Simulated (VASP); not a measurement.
Here is a VASP 6.6.1 calculation.

Contents of INCAR:

```
SYSTEM = SrO
  PREC = Accurate
  ENCUT = 520
  EDIFF = 1E-7
  ISMEAR = 0
  SIGMA = 0.05
  LREAL = .FALSE.
  LASPH = .TRUE.
  NELM = 80
  ALGO = Normal
  ISIF = 2
  LWAVE = .FALSE.
  LCHARG = .TRUE.
  GGA = PS
  LELF = .TRUE.
  LVHAR = .TRUE.
  NBANDS = 24
```

The input KPOINTS:

```
regular mesh
0
G
  9 9 4
  0 0 0
```

File POSCAR:

```
SrO
1.0
    3.8276635626      0.0000000000      0.0000000000
   -1.9138317813      3.3148538824      0.0000000000
    0.0000000000      0.0000000000      5.3579101492
Sr O
2 2
Direct
    0.3333333333      0.6666666667      0.2500000000
    0.6666666667      0.3333333333      0.7500000000
    0.0000000000      0.0000000000      0.0000000000
    0.0000000000      0.0000000000      0.5000000000
```

Potentials or basis: VASP PAW PBE potentials, release 64 (Sr_sv, O).

Run with:

```console
$ cat potpaw_PBE.64/Sr_sv/POTCAR potpaw_PBE.64/O/POTCAR > POTCAR
$ mpirun -np 1 vasp_std > vasp.out
```

Task: Predict the pressure.

Result: -0.5 GPa.

Task: Estimate the band gap on the k mesh.

Result: 1.00 eV, direct.

Stress tensor (GPa, compression positive):
```
-12.47   0.00   0.00
  0.00 -12.47   0.00
  0.00   0.00  23.50
```

Caveat: the PAW data sets were made with another functional, which shifts forces and pressure a little. A k mesh can miss the band edges.
